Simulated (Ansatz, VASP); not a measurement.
# Two plane-wave programs on NaCl

File POSCAR:

```
NaCl
1.0
    3.4595453127      0.0000000000      0.0000000000
    0.0000000000      3.4595453127      0.0000000000
    0.0000000000      0.0000000000      3.4595453127
Na Cl
1 1
Direct
    0.0000000000      0.0000000000      0.0000000000
    0.5000000000      0.5000000000      0.5000000000
```

File INCAR.step1:

```
ALGO     = Normal         # electronic algorithm
EDIFF    = 1E-5           # SCF threshold, eV
ENCUT    = 520            # plane-wave cutoff, eV
GGA      = PE             # functional
ISIF     = 2              # what is computed and relaxed
ISMEAR   = 0              # smearing method
LASPH    = True           # aspherical terms in the spheres
LREAL    = False          # projectors in reciprocal space
LWAVE    = True           # write WAVECAR
NBANDS   = 14             # bands
NELM     = 100            # most SCF steps
PREC     = Accurate       # precision mode
SIGMA    = 0.01           # smearing width, eV
```

The input INCAR.step2:

```
AEXX     = 0.25           # exact-exchange fraction
ALGO     = Normal         # electronic algorithm
EDIFF    = 1E-7           # SCF threshold, eV
ENCUT    = 520            # plane-wave cutoff, eV
GGA      = PE             # functional
ISIF     = 2              # what is computed and relaxed
ISMEAR   = 0              # smearing method
ISTART   = 1            
LASPH    = True           # aspherical terms in the spheres
LCHARG   = True           # write CHGCAR
LELF     = True           # ELF
LHFCALC  = True           # exact exchange
LREAL    = False          # projectors in reciprocal space
LVHAR    = True         
LWAVE    = False          # write WAVECAR
NBANDS   = 14             # bands
NELM     = 100            # most SCF steps
PREC     = Accurate       # precision mode
PRECFOCK = Normal       
SIGMA    = 0.01           # smearing width, eV
```

File KPOINTS:

```
k-points
0
Gamma
  6 6 6
```

Input for Ansatz:

```yaml
crystal:
  lattice:
    - [3.4595453127, 0.0, 0.0]
    - [0.0, 3.4595453127, 0.0]
    - [0.0, 0.0, 3.4595453127]
  atoms:
    - { symbol: Na, position: [0.0, 0.0, 0.0] }
    - { symbol: Cl, position: [0.5, 0.5, 0.5] }
kpoints:
  mp_grid: { grid: [6, 6, 6] }
  band_path:
    path:
      - [0.0, 0.0, 0.0]
      - [0.0, 0.5, 0.0]
      - [0.5, 0.5, 0.0]
      - [0.5, 0.5, 0.5]
      - [0.0, 0.5, 0.5]
    npoints: 1
hamiltonian:
  xc: pbe0
scf:
  occupations: { method: fixed }
  n_extra_bands: 4
output:
  forces: true
  stress: true
  eigenvalues: true
```

Alike in both runs: task single point; functional PBE0; k mesh 6 × 6 × 6; no spin polarisation.

```csv
,VASP,Ansatz
version,VASP 6.6.1,Ansatz 0.2.0
potentials or method,"VASP PAW PBE potentials, release 64 (Na_pv, Cl)","plane waves, PAW"
plane-wave cutoff (eV),520,420
occupations,"gaussian, width 0.01 eV",fixed
valence electrons in the cell,14,16
```

VASP gave:

- gap on the k mesh at the Fermi level (eV): 6.15
- pressure (GPa): 0.4

Task: What did Ansatz give for the same quantities?

Result: gap on the k mesh at the Fermi level (eV): 6.15; pressure (GPa): 0.5.

VASP's potentials hold 14 valence electrons a cell and Ansatz's 16, so a difference there can come from the potentials and not from the codes. Ansatz's warnings: stress exchange threshold loose, stress scf threshold loose.
